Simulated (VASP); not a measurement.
# Rh in VASP: single point with PBE

Aim: the single point of Rh with PBE.

All numbers are computed with VASP 6.6.1; they aren't measurements. Logs are shortened: lines on timing, memory, paths and dates and some standing lists are left out, and cuts for length are marked.

### 1 The cell of the first run

The cell holds a slab with vacuum, 8 atoms: a = 2.726 Å, b = 4.391 Å, c = 23.868 Å, α = 90.00°, β = 90.00°, γ = 90.00°.

### 2 Single point, PBE

INCAR

```
PREC = Accurate
ENCUT = 520
EDIFF = 1E-7
ISMEAR = -1
SIGMA = 0.1
LREAL = F
LASPH = T
NELM = 80
ALGO = Normal
ISIF = 2
LWAVE = F
LCHARG = T
LDIPOL = T
IDIPOL = 3
DIPOL = 0.5 0.5 0.500
GGA = PE
LELF = T
LVHAR = T
LVACPOTAV = T
NBANDS = 70
```

KPOINTS

```
Automatic mesh
0
Gamma
  13 8 1
```

POSCAR

```
Rh
1.0
    2.7255731676      0.0000000000      0.0000000000
    0.0000000000      4.3908388266      0.0000000000
    0.0000000000      0.0000000000     23.8681000000
Rh
8
Direct
    0.0000000000      0.7500000000      0.3406795461
    0.5000000000      0.2500000000      0.3669700704
    0.5000000000      0.7500000000      0.4358231930
    0.0000000000      0.2500000000      0.4669132144
    0.0000000000      0.7500000000      0.5330867853
    0.5000000000      0.2500000000      0.5641768064
    0.5000000000      0.7500000000      0.6330299296
    0.0000000000      0.2500000000      0.6593204547
```

Potentials or basis: VASP PAW PBE potentials, release 64 (Rh_pv).

On the command line:

```sh
> cat potpaw_PBE.64/Rh_pv/POTCAR > POTCAR
> mpirun -np 1 vasp_std > vasp.out
```

OUTCAR:

```text
PREC = Accurate
   ENCUT = 520
   EDIFF = 1E-7
   ISMEAR = -1
   LREAL = F
   LASPH = T
   NELM = 80
   ISIF = 2
   GGA = PE

 ion  position               nearest neighbor table
   1  0.000  0.750  0.341-   3 2.65   3 2.65   2 2.66   2 2.66   2 2.66   2 2.66
   2  0.500  0.250  0.367-   1 2.66   1 2.66   1 2.66   1 2.66   3 2.74   3 2.74   4 2.75   4 2.75

   3  0.500  0.750  0.436-   1 2.65   1 2.65   4 2.69   4 2.69   4 2.69   4 2.69   5 2.69   5 2.69
                             2 2.74   2 2.74
   4  0.000  0.250  0.467-   3 2.69   3 2.69   3 2.69   3 2.69   6 2.69   6 2.69   5 2.70   5 2.70
                             2 2.75   2 2.75
   5  0.000  0.750  0.533-   6 2.69   6 2.69   6 2.69   6 2.69   3 2.69   3 2.69   4 2.70   4 2.70
                             7 2.75   7 2.75
   6  0.500  0.250  0.564-   8 2.65   8 2.65   5 2.69   5 2.69   5 2.69   5 2.69   4 2.69   4 2.69
                             7 2.74   7 2.74
   7  0.500  0.750  0.633-   8 2.66   8 2.66   8 2.66   8 2.66   6 2.74   6 2.74   5 2.75   5 2.75

   8  0.000  0.250  0.659-   6 2.65   6 2.65   7 2.66   7 2.66   7 2.66   7 2.66

  LATTYP: Found a simple orthorhombic cell.
 ALAT       =     2.7255731676
 B/A-ratio  =     1.6109781527
 C/A-ratio  =     8.7570938413

  Lattice vectors:

 A1 = (   2.7255731676,   0.0000000000,   0.0000000000)
 A2 = (   0.0000000000,   4.3908388266,   0.0000000000)
 A3 = (   0.0000000000,   0.0000000000,  23.8681000000)

Analysis of symmetry for initial positions (statically):
=====================================================================
 Subroutine PRICEL returns:
 Original cell was already a primitive cell.

 Routine SETGRP: Setting up the symmetry group for a
 simple orthorhombic supercell.

 Subroutine GETGRP returns: Found  8 space group operations
 (whereof  4 operations were pure point group operations)
 out of a pool of  8 trial point group operations.

The static configuration has the point symmetry C_2h.
 The point group associated with its full space group is D_2h.

Analysis of symmetry for dynamics (positions and initial velocities):
=====================================================================
 Subroutine PRICEL returns:
 Original cell was already a primitive cell.

 Routine SETGRP: Setting up the symmetry group for a
 simple orthorhombic supercell.

 Subroutine GETGRP returns: Found  8 space group operations
 (whereof  4 operations were pure point group operations)
 out of a pool of  8 trial point group operations.

The dynamic configuration has the point symmetry C_2h.
 The point group associated with its full space group is D_2h.

 Subroutine INISYM returns: Found  8 space group operations
 (whereof  4 operations are pure point group operations),
 and found     1 'primitive' translations

----------------------------------------------------------------------------------------

                                     Primitive cell

  volume of cell :     285.6427

  direct lattice vectors                    reciprocal lattice vectors
     2.725573168  0.000000000  0.000000000     0.366895306  0.000000000  0.000000000
     0.000000000  4.390838827  0.000000000     0.000000000  0.227746916  0.000000000
     0.000000000  0.000000000 23.868100000     0.000000000  0.000000000  0.041896925

  length of vectors
     2.725573168  4.390838827 23.868100000     0.366895306  0.227746916  0.041896925

  position of ions in fractional coordinates (direct lattice)
     0.000000000  0.750000000  0.340679546
     0.500000000  0.250000000  0.366970070
     0.500000000  0.750000000  0.435823193
     0.000000000  0.250000000  0.466913214
     0.000000000  0.750000000  0.533086785
     0.500000000  0.250000000  0.564176806
     0.500000000  0.750000000  0.633029930
     0.000000000  0.250000000  0.659320455

  ion indices of the primitive-cell ions
   primitive index   ion index
                 1           1
                 2           2
                 3           3
                 4           4
                 5           5
                 6           6
                 7           7
                 8           8

----------------------------------------------------------------------------------------

 KPOINTS: Automatic mesh

Automatic generation of k-mesh.
 Grid dimensions read from file:
 generate k-points for:   13    8    1

 Generating k-lattice:

  Cartesian coordinates                     Fractional coordinates (reciprocal lattice)
     0.028222716  0.000000000  0.000000000     0.076923077  0.000000000  0.000000000
     0.000000000  0.028468364  0.000000000     0.000000000  0.125000000  0.000000000
     0.000000000  0.000000000  0.041896925     0.000000000  0.000000000  1.000000000

  Length of vectors
     0.028222716  0.028468364  0.041896925

  Shift w.r.t. Gamma in fractional coordinates (k-lattice)
     0.000000000  0.000000000  0.000000000

 Subroutine IBZKPT returns following result:
 ===========================================

 Found     35 irreducible k-points:

 Following reciprocal coordinates:
            Coordinates               Weight
  0.000000  0.000000  0.000000      1.000000
  0.076923  0.000000  0.000000      2.000000
  0.153846  0.000000  0.000000      2.000000
  0.230769  0.000000  0.000000      2.000000
  0.307692  0.000000  0.000000      2.000000
  0.384615  0.000000  0.000000      2.000000
[... 16 lines left out ...]
  0.076923  0.375000  0.000000      4.000000
  0.153846  0.375000  0.000000      4.000000
 [... further k-points ...]
   k-points           NKPTS =     35   k-points in BZ     NKDIM =     35   number of bands    NBANDS=     70
   number of dos      NEDOS =    301   number of ions     NIONS =      8
   total plane-waves  NPLWV = 129600
   dimension x,y,z NGX =    20 NGY =   36 NGZ =  180
   dimension x,y,z NGXF=    40 NGYF=   72 NGZF=  360
   ions per type =               8
   NGX,Y,Z   is equivalent  to a cutoff of  12.20, 13.63, 12.54 a.u.
   NGXF,Y,Z  is equivalent  to a cutoff of  24.40, 27.26, 25.07 a.u.
 SYSTEM =  unknown system
   PREC   = accura    normal or accurate (medium, high low for compatibility)
   ISTART =      0    job   : 0-new  1-cont  2-samecut
   ICHARG =      2    charge: 1-file 2-atom 10-const
   ISPIN  =      1    spin polarized calculation?
   LNONCOLLINEAR =      F non collinear calculations
   LSORBIT =      F    spin-orbit coupling
   LASPH  =      T    aspherical Exc in radial PAW
   ENCUT  =  520.0 eV  38.22 Ry    6.18 a.u.   5.07  8.16 44.38*2*pi/ulx,y,z
   NELM   =     80;   NELMIN=  2; NELMDL= -5     # of ELM steps
   EDIFF  = 0.1E-06   stopping-criterion for ELM
   LREAL  =      F    real-space projection
   EDIFFG = 0.1E-05   stopping-criterion for IOM
   NSW    =      0    number of steps for IOM
   IBRION =     -1    ionic relax: 0-MD 1-quasi-New 2-CG
   NFREE  =      0    steps in history (QN), initial steepest desc. (CG)
   ISIF   =      2    stress and relaxation
   ISYM   =      2    0-nonsym 1-usesym 2-fastsym
   POTIM  = 0.5000    time-step for ionic-motion
   TEBEG  =    0.0;   TEEND  =   0.0 temperature during run
   PSTRESS=    0.0 pullay stress
   NELECT =     120.0000    total number of electrons
   NUPDOWN=      -1.0000    fix difference up-down
   EMIN   =  10.00;   EMAX   =-10.00  energy-range for DOS
   EFERMI =   0.00;   METHOD = LEGACY
   ISMEAR =    -1;   SIGMA  =   0.10  broadening in eV -4-tet -1-fermi 0-gaus
   EFERMI_NEDOS =   21; number of points for ismear=-14 and -15
   IALGO  =     38    algorithm
   IMIX   =      4    mixing-type and parameters
     AMIX     =   0.40;   BMIX     =  1.00
     AMIX_MAG =   1.60;   BMIX_MAG =  1.00
  volume/ion in A,a.u.               =      35.71       240.95
  Fermi-wavevector in a.u.,A,eV,Ry     =   1.226105  2.317002 20.454080  1.503332
  Thomas-Fermi vector in A             =   2.361118
   LORBIT       =      0    0 simple, 1 ext, 2 COOP (PROOUT), +10 PAW based schemes
   GGA     = PE    functional components
   LHFCALC =     F    Hartree Fock is set to
   AEXX    =    0.0000 exact exchange contribution
   IVDW    =     0    specifies the selected vdW correction
   LEPSILON=     F    determine dielectric tensor
   LRPA    =     F    only Hartree local field effects (RPA)
 non-spin polarized calculation
  energy-cutoff  :      520.00
  volume of cell :      285.64
 maximum number of plane-waves:      7772
   NGX = 11   NGY = 17   NGZ = 89

 dipolmoment           0.000000      0.000000     -0.000000 electrons x Angstroem

 number of electron     120.0000048 magnetization

 dipolmoment           0.000000      0.000000      0.000000 electrons x Angstroem

 Free energy of the ion-electron system (eV)
  ---------------------------------------------------
  ext. energy  EPLUGINS =         0.00000000
  ---------------------------------------------------
  free energy    TOTEN  =       -54.94845549 eV

  energy without entropy =      -54.49340421  energy(sigma->0) =      -54.72092985

 E-fermi :   1.4521     XC(G=0):  -6.2414

 val. band max:        1.4453856081   @ k =   0.3077   0.0000   0.0000
 cond. band min:       1.4523439353   @ k =   0.3077   0.1250   0.0000
 fundamental gap:      0.0069583273
 Fermi energy:         1.4520758642

 k-point     1 :       0.0000    0.0000    0.0000
  band No.  band energies     occupation
      1     -45.6048      2.00000
      2     -45.4878      2.00000
      3     -45.4579      2.00000
      4     -45.4199      2.00000
      5     -45.2039      2.00000
      6     -45.1942      2.00000
[... 62 lines left out ...]
     69       3.3403      0.00000
     70       3.4810      0.00000

 k-point     2 :       0.0769    0.0000    0.0000
  band No.  band energies     occupation
      1     -45.5955      2.00000
      2     -45.4825      2.00000
      3     -45.4496      2.00000
      4     -45.4156      2.00000
      5     -45.2333      2.00000
      6     -45.1907      2.00000
[... 62 lines left out ...]
     69       3.8167      0.00000
     70       4.1349      0.00000

 k-point     3 :       0.1538    0.0000    0.0000
  band No.  band energies     occupation
      1     -45.5686      2.00000
      2     -45.4690      2.00000
      3     -45.4255      2.00000
      4     -45.4050      2.00000
      5     -45.2846      2.00000
      6     -45.2418      2.00000
[... 1522 lines left out ...]
     69       2.6835      0.00001
     70       3.3076      0.00000

 k-point    24 :       0.1538    0.3750    0.0000
  band No.  band energies     occupation
      1     -45.5240      2.00000
      2     -45.5115      2.00000
      3     -45.3876      2.00000
      4     -45.3623      2.00000
      5     -45.2927      2.00000
      6     -45.2323      2.00000
[... 62 lines left out ...]
     69       3.2339      0.00000
     70       4.0054      0.00000

 [... further k-points ...]
[... 5 lines left out ...]
  --------------------------------------------------------------------------------------
  -------------------------------------------------------------------------------------
  Total       -3.7243039     -2.5308570     -0.0126122      0.0000000     -0.0000000      0.0000000
  in kB      -20.8897143    -14.1956408     -0.0707423      0.0000000     -0.0000000      0.0000000
  external PRESSURE =     -11.7186992 kB  Pullay stress =       0.0000000 kB

 VOLUME and BASIS-vectors are now :
 -----------------------------------------------------------------------------
  energy-cutoff  :      520.00
  volume of cell :      285.64
      direct lattice vectors                 reciprocal lattice vectors
     2.725573168  0.000000000  0.000000000     0.366895306  0.000000000  0.000000000
     0.000000000  4.390838827  0.000000000     0.000000000  0.227746916  0.000000000
     0.000000000  0.000000000 23.868100000     0.000000000  0.000000000  0.041896925

 POSITION                                       TOTAL-FORCE (eV/Angst)
 -----------------------------------------------------------------------------------
      0.00000      3.29313      8.13137         0.000000      0.000000     -0.004379
      1.36279      1.09771      8.75888         0.000000     -0.000000     -0.003750
      1.36279      3.29313     10.40227         0.000000      0.000000      0.004339
      0.00000      1.09771     11.14433         0.000000      0.000000     -0.002348
      0.00000      3.29313     12.72377         0.000000      0.000000      0.002348
      1.36279      1.09771     13.46583         0.000000      0.000000     -0.004339
      1.36279      3.29313     15.10922         0.000000      0.000000      0.003750
      0.00000      1.09771     15.73673        -0.000000     -0.000000      0.004379
 -----------------------------------------------------------------------------------
    total drift:                                0.000000      0.000000      0.000111

  FREE ENERGIE OF THE ION-ELECTRON SYSTEM (eV)
  ---------------------------------------------------
  free  energy   TOTEN  =       -54.9484554940 eV

  energy  without entropy=      -54.4934042050  energy(sigma->0) =      -54.72092985

 vacuum level on the upper side and lower side of the slab         6.547         6.547
```

Wall time 18 min (1 thread of Intel Xeon Platinum 8488C (Sapphire Rapids), shared host); peak memory 0.64 GiB.

Results:

| Quantity | Value |
| --- | --- |
| Free energy | -54.9485 eV |
| Largest force | 0.004 eV/Å |
| Band gap on the k mesh | zero (bands 60 and 61 overlap by 1.01 eV) |

Forces in eV/Å, atoms in the order of the input:
```
Rh   0.000  0.000 -0.004
Rh   0.000  0.000 -0.004
Rh   0.000  0.000  0.004
Rh   0.000  0.000 -0.002
Rh   0.000  0.000  0.002
Rh   0.000  0.000 -0.004
Rh   0.000  0.000  0.004
Rh   0.000  0.000  0.004
```

Levels at points of the mesh, in eV from the Fermi level:
| k point | band 59 | band 60 | band 61 | band 62 | band 63 | band 64 |
| --- | --- | --- | --- | --- | --- | --- |
| (0.00, 0.00, 0.00) | -0.75 | -0.42 | -0.13 | 0.37 | 0.43 | 0.47 |
| (0.00, 0.50, 0.00) | -0.34 | -0.34 | -0.24 | -0.24 | 0.10 | 0.10 |
